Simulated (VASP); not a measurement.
A run of VASP 6.6.1:

The input INCAR:

```
SYSTEM = Pb
PREC = Accurate
ENCUT = 600
EDIFF = 1E-8
ISMEAR = -1
SIGMA = 0.1
LREAL = .FALSE.
LASPH = .TRUE.
NELM = 80
ALGO = Normal
ISIF = 3
LWAVE = .FALSE.
LCHARG = .TRUE.
GGA = PS
IBRION = 6
NFREE = 2
POTIM = 0.015
NSW = 1
```

File KPOINTS:

```
regular mesh
0
G
  20 20 20
  0 0 0
```

File POSCAR:

```
Pb
1.0
    0.0000000000      2.4669042601      2.4669042601
    2.4669042601      0.0000000000      2.4669042601
    2.4669042601      2.4669042601      0.0000000000
Pb
1
Direct
    0.0000000000      0.0000000000      0.0000000000
```

Potentials or basis: VASP PAW PBE potentials, release 64 (Pb_d).

Run with:

```console
$ cat potpaw_PBE.64/Pb_d/POTCAR > POTCAR
$ mpirun -np 1 vasp_std > vasp.out
```

Hardware: 1 thread of Oxide Virtual Turin-like Processor (shared host).

Problem. How long does it take, and how much memory?

Solution. Run time: 110 min on 1 thread of Oxide Virtual Turin-like Processor (shared host), peak memory 1.3 GiB. Counts: scf iterations 154, k points 256.
